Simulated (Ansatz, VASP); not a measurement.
MgO: VASP beside Ansatz

```
Mg O
1.0
     3.28876    0.00000    0.00000
    -1.64438    2.84815    0.00000
     0.00000    0.00000   15.66941
Mg O
6 6
Direct
  0.00000 0.00000 0.99894
  0.33333 0.66667 0.16458
  0.00000 0.00000 0.33079
  0.66667 0.33333 0.49894
  0.00000 0.00000 0.66515
  0.33333 0.66667 0.83330
  0.00000 0.00000 0.12626
  0.33333 0.66667 0.29194
  0.00000 0.00000 0.45942
  0.66667 0.33333 0.62630
  0.00000 0.00000 0.79378
  0.33333 0.66667 0.96062
```

Alike in both runs: functional PBE; k mesh 12 × 12 × 2; occupations gaussian, width 0.02 eV; no spin polarisation.

Ansatz relaxed the structure, and its values are those at the end. VASP's run is a single point on that final structure, the one shown.

```csv
,VASP,Ansatz
version,VASP 6.6.1,Ansatz 0.2.0
potentials or method,"VASP PAW PBE potentials, release 64 (Mg, O), cutoff 520 eV","scalar-relativistic, plane waves, PAW"
valence electrons in the cell,48,96
```

```csv
,VASP,Ansatz,Ansatz less VASP
gap on the k mesh at the Fermi level (eV),3.43,3.45,+0.017
least direct gap on the mesh (eV),3.43,3.45,+0.017
pressure (GPa),-0.4,0.0,+0.39
```

With one functional, cell and mesh, what is left measures potentials, basis and numerics. VASP's potentials hold 48 valence electrons a cell and Ansatz's 96, so a difference there can come from the potentials and not from the codes.
